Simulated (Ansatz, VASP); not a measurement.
# C in VASP and in Ansatz

INCAR

```
SYSTEM = C
ALGO = Normal ; EDIFF = 1E-7
ENCUT = 520 ; GGA = PE
ISIF = 2 ; ISMEAR = 0
IVDW = 12 ; LASPH = .TRUE.
LCHARG = .FALSE. ; LREAL = .FALSE.
LWAVE = .FALSE. ; NBANDS = 11
NELM = 100 ; PREC = Accurate
SIGMA = 0.05
```

KPOINTS

```
k-points
0
G
  15 15 15
  0 0 0
```

File POSCAR:

```
C
1.0
    1.2324809262      0.7115731945      3.3609366220
   -1.2324809262      0.7115731945      3.3609366220
    0.0000000000     -1.4231463891      3.3609366220
C
2
Direct
    0.1684800132      0.1684800132      0.1684800132
    0.8315199868      0.8315199868      0.8315199868
```

Input for Ansatz:

```yaml
crystal:
  lattice:
    - [1.2324809262, 0.7115731945, 3.360936622]
    - [-1.2324809262, 0.7115731945, 3.360936622]
    - [0.0, -1.4231463891, 3.360936622]
  atoms:
    - { symbol: C, position: [0.1684800132, 0.1684800132, 0.1684800132] }
    - { symbol: C, position: [0.8315199868, 0.8315199868, 0.8315199868] }
basis:
  ecutwfc: 520.0
kpoints:
  mp_grid: { grid: [15, 15, 15] }
hamiltonian:
  xc: pbe
  pseudopotentials: { kind: paw, azcp: { folder: soft_1 } }
  dispersion: d3bj
scf:
  occupations: { method: gaussian, width: 0.05 }
output:
  forces: true
  stress: true
  eigenvalues: true
```

Change from the starting cell: mode 4 frozen in at +0.019 Å, equal normal strain along x, y and z +0.0000.

Alike in both runs: task single point; functional PBE; dispersion D3(BJ); k mesh 15 × 15 × 15; occupations gaussian, width 0.05 eV; no spin polarisation.

```csv
,VASP,Ansatz
version,VASP 6.6.1,Ansatz 0.2.0
potentials or method,"VASP PAW PBE potentials, release 64 (C), cutoff 520 eV","scalar-relativistic, plane waves, PAW"
valence electrons in the cell,8,8
```

VASP gave:

```
gap on the k mesh at the Fermi level (eV)                     : 0.59
least direct gap on the mesh (eV)                             : 0.59
pressure (GPa)                                                : 0.4
traceless stress, the component that is largest in VASP (GPa) : -0.61
rms of the force components (eV/Å)                            : 0.361
```

Problem. Which values does Ansatz return?

Solution. gap on the k mesh at the Fermi level (eV): 0.59; least direct gap on the mesh (eV): 0.59; pressure (GPa): -0.1; traceless stress, the component that is largest in VASP (GPa): -0.09; rms of the force components (eV/Å): 0.363.

Atom by atom the forces differ by 0.001 eV/Å (rms over components).
